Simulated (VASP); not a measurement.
A run of VASP 6.6.1 is set up as follows.

POSCAR

```
ZnS
1.0
    0.0000000000      2.7046500000      2.6235105000
    2.7046500000      0.0000000000      2.6235105000
    2.7046500000      2.7046500000      0.0000000000
Zn S
1 1
Direct
    0.0000000000      0.0000000000      0.0000000000
    0.7500000000      0.7500000000      0.7500000000
```

Contents of INCAR.step1:

```
ALGO     = Normal         # electronic algorithm
EDIFF    = 1E-4           # SCF threshold, eV
ENCUT    = 520            # plane-wave cutoff, eV
GGA      = PE             # functional
ISMEAR   = 0              # smearing method
LASPH    = True           # aspherical terms in the spheres
LCHARG   = False          # write CHGCAR
LREAL    = False          # projectors in reciprocal space
LWAVE    = True           # write WAVECAR
NBANDS   = 16             # bands
NELM     = 100            # most SCF steps
PREC     = Accurate       # precision mode
SIGMA    = 0.05           # smearing width, eV
```

INCAR.step2

```
ALGO     = Normal         # electronic algorithm
EDIFF    = 1E-7           # SCF threshold, eV
ENCUT    = 520            # plane-wave cutoff, eV
ISIF     = 2              # what is computed and relaxed
ISMEAR   = 0              # smearing method
ISTART   = 1            
LASPH    = True           # aspherical terms in the spheres
LCHARG   = False          # write CHGCAR
LMIXTAU  = True         
LREAL    = False          # projectors in reciprocal space
LWAVE    = False          # write WAVECAR
METAGGA  = R2SCAN         # meta-GGA
NBANDS   = 16             # bands
NELM     = 100            # most SCF steps
PREC     = Accurate       # precision mode
SIGMA    = 0.05           # smearing width, eV
```

KPOINTS

```
k-points
0
Gamma
  8 8 8
```

Potentials or basis: VASP PAW PBE potentials, release 64 (Zn, S).

Command:

```console
$ cat potpaw_PBE.64/Zn/POTCAR potpaw_PBE.64/S/POTCAR > POTCAR
$ cp INCAR.step1 INCAR
$ mpirun -np 1 vasp_std > vasp.out
$ cp INCAR.step2 INCAR
$ mpirun -np 1 vasp_std > vasp.out
```

(1) Estimate the band gap on the k mesh.

(2) What does it give for the pressure?

## Answers

(1) 2.73 eV, direct.

(2) 1.6 GPa.

Caveat: the cell differs from its parent crystal (strain +0.000 along x and y, -0.030 along z); the PAW data sets were made with another functional, which shifts forces and pressure a little.
